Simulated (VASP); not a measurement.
Set up this calculation in VASP 6.6.1, as the native input.

```yaml
Task: single point
Functional: r2SCAN
Potentials_or_basis: VASP PAW PBE potentials, release 64 (Mg, S)
Cutoff: 520 eV
k_mesh: 8 × 8 × 8
Occupations: gaussian, width 0.02 eV
Spin: no spin polarisation
Dipole_correction: no
Further_INCAR_settings: ALGO = Normal; EDIFF = 1e-06; NBANDS = 11
```

MgS (Niningerite):

```
Mg S
1.0
     0.00000    2.60165    2.60165
     2.60165    0.00000    2.60165
     2.60165    2.60165    0.00000
Mg S
1 1
Cartesian
  0.0000 0.0000 0.0000
  2.6016 2.6016 2.6016
```

These files were run (other wordings do the same):

POSCAR

```
MgS
1.0
    0.0000000000      2.6016500000      2.6016500000
    2.6016500000      0.0000000000      2.6016500000
    2.6016500000      2.6016500000      0.0000000000
Mg S
1 1
Direct
    0.0000000000      0.0000000000      0.0000000000
    0.5000000000      0.5000000000      0.5000000000
```

INCAR.step1

```
SYSTEM = MgS
ALGO = Normal
EDIFF = 1E-4
ENCUT = 520
GGA = PE
ISMEAR = 0
LASPH = .TRUE.
LCHARG = .FALSE.
LREAL = .FALSE.
LWAVE = .TRUE.
NBANDS = 11
NELM = 100
PREC = Accurate
SIGMA = 0.02
```

INCAR.step2

```
SYSTEM = MgS
ALGO = Normal
EDIFF = 1E-6
ENCUT = 520
ISIF = 2
ISMEAR = 0
ISTART = 1
LASPH = .TRUE.
LCHARG = .TRUE.
LELF = .TRUE.
LMIXTAU = .TRUE.
LREAL = .FALSE.
LVHAR = .TRUE.
LWAVE = .FALSE.
METAGGA = R2SCAN
NBANDS = 11
NELM = 100
PREC = Accurate
SIGMA = 0.02
```

KPOINTS

```
k-points
0
G
  8 8 8
  0 0 0
```

Potentials or basis: VASP PAW PBE potentials, release 64 (Mg, S).

Run with:

```sh
$ cat potpaw_PBE.64/Mg/POTCAR potpaw_PBE.64/S/POTCAR > POTCAR
$ cp INCAR.step1 INCAR
$ mpirun -np 1 vasp_std > vasp.out
$ cp INCAR.step2 INCAR
$ mpirun -np 1 vasp_std > vasp.out
```

It gave:

```yaml
Pressure: -0.5 GPa
Band_gap_on_the_k_mesh: 3.43 eV, indirect (least direct gap 4.61 eV)
```

Caveat: the PAW data sets were made with another functional, which shifts forces and pressure a little.

Wall time 55 s on 1 thread of AMD EPYC 7R13 Processor (Zen 3) (shared host), peak memory 0.14 GiB.
